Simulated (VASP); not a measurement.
BaTiO3:

```xyz
5
Lattice="3.9841 0.0000 0.0000 0.0000 2.8371 2.8458 0.0000 -2.8371 2.8458" Properties=species:S:1:pos:R:3 pbc="T T T"
Ba    0.0000    0.0000    0.0000
Ti    1.9921    0.0000    2.8908
O     0.0000    0.0000    2.8008
O     1.9921   -1.3936    4.2579
O     1.9921    1.3936    4.2579
```

| Property | Result |
| --- | --- |
| Program | VASP 6.6.1 |
| Task | relaxation of the atoms |
| Functional | PBE |
| Potentials or basis | VASP PAW PBE potentials, release 64 (Ba_sv, Ti_sv, O) |
| Cutoff | 520 eV |
| k mesh | 8 × 8 × 8 |
| Occupations | gaussian, width 0.02 eV |
| Spin | no spin polarisation |

At the start: pressure 3.7 GPa; volume 12.87 Å³/atom.

Question: Where does the relaxation end?

Answer: Over 11 steps the energy falls by 4.6 meV/atom at a fixed cell; space group Pm-3m (No. 221, to 0.1 Å) before, Amm2 (No. 38, to 0.1 Å).

The path:
```tsv
step	energy change (eV)	largest force (eV/Å)	pressure (GPa)
1	0.0000	0.1814	3.69
2	-0.0054	0.2068	3.87
3	-0.0177	0.1935	4.64
4	0.0034	0.4814	7.26
5	-0.0196	0.1466	5.01
6	-0.0199	0.1714	5.23
7	-0.0219	0.0705	5.56
8	-0.0220	0.0830	5.52
9	-0.0227	0.0314	5.39
10	-0.0228	0.0371	5.33
11	-0.0230	0.0075	5.45
```

Final structure:
```
CELL_PARAMETERS angstrom
3.98410 0.00000 0.00000
0.00000 2.83705 2.84580
0.00000 -2.83705 2.84580
ATOMIC_POSITIONS crystal
Ba 0.00000 0.00565 0.00565
Ti 0.50000 0.51885 0.51885
O 0.00000 0.49244 0.49244
O 0.50000 0.49397 0.98532
O 0.50000 0.98532 0.49397
```
